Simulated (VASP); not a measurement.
Here is a VASP 6.6.1 calculation.

File INCAR:

```
SYSTEM = Zn
PREC = Accurate
ENCUT = 520
EDIFF = 1E-6
ISMEAR = 0
SIGMA = 0.15
LREAL = .False.
LASPH = .True.
NELM = 60
ALGO = Fast
ISIF = 2
LWAVE = .False.
LCHARG = .True.
GGA = PS
LELF = .True.
LVHAR = .True.
NBANDS = 12
```

The input KPOINTS:

```
Automatic mesh
0
Gamma
  22 22 22
  0 0 0
```

Contents of POSCAR:

```
Zn
1.0
   -1.2910477510      1.4947849851      1.4947849851
    1.4947849851     -1.2910477510      1.4947849851
    1.4947849851      1.4947849851     -1.2910477510
Zn
1
Direct
    0.0000000000      0.0000000000      0.0000000000
```

Potentials or basis: VASP PAW PBE potentials, release 64 (Zn).

Run with:

```console
$ cat potpaw_PBE.64/Zn/POTCAR > POTCAR
$ mpirun -np 1 vasp_std > vasp.out
```

Predict the band gap on the k mesh.

zero (band 6 reaches 8.37 eV, above the bottom of band 7 at 2.25 eV).

Predict the pressure.

13.4 GPa.

Stress tensor (GPa, compression positive):
```
13.40 -4.55 -4.55
-4.55 13.40 -4.55
-4.55 -4.55 13.40
```

Caveat: the PAW data sets were made with another functional, which shifts forces and pressure a little.
